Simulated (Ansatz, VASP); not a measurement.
# Ta in VASP and in Ansatz

```
Ta
1.0
     3.31879    0.00000    0.00000
     0.00000    3.31879    0.00000
     0.00000    0.00000   24.95637
Ta
7
Direct
  0.50000 0.50000 0.30052
  0.00000 0.00000 0.36702
  0.50000 0.50000 0.43351
  0.00000 0.00000 0.50000
  0.50000 0.50000 0.56649
  0.00000 0.00000 0.63298
  0.50000 0.50000 0.69948
```

Alike in both runs: task single point; functional PBE; k mesh 10 × 10 × 1; occupations gaussian, width 0.1 eV; no spin polarisation.

|  | VASP | Ansatz |
| --- | --- | --- |
| version | VASP 6.6.1 | Ansatz 0.2.0 |
| potentials or method | VASP PAW PBE potentials, release 64 (Ta_pv), cutoff 520 eV | scalar-relativistic, plane waves, PAW |
| valence electrons in the cell | 77 | 91 |

|  | VASP | Ansatz | Ansatz less VASP |
| --- | --- | --- | --- |
| gap on the k mesh at the Fermi level (eV) | none | none | - |
| rms of the force components (eV/Å) | 0.518 | 0.516 | -0.0019 |

Atom by atom the forces differ by 0.003 eV/Å (rms over components). A gap of «none» marks a metal or a gap that the smearing closes. With one functional, cell and mesh, what is left measures potentials, basis and numerics. VASP's potentials hold 77 valence electrons a cell and Ansatz's 91, so a difference there can come from the potentials and not from the codes. Ansatz's warnings: xc potential rough in thin density.

Spin-orbit coupling is off throughout.
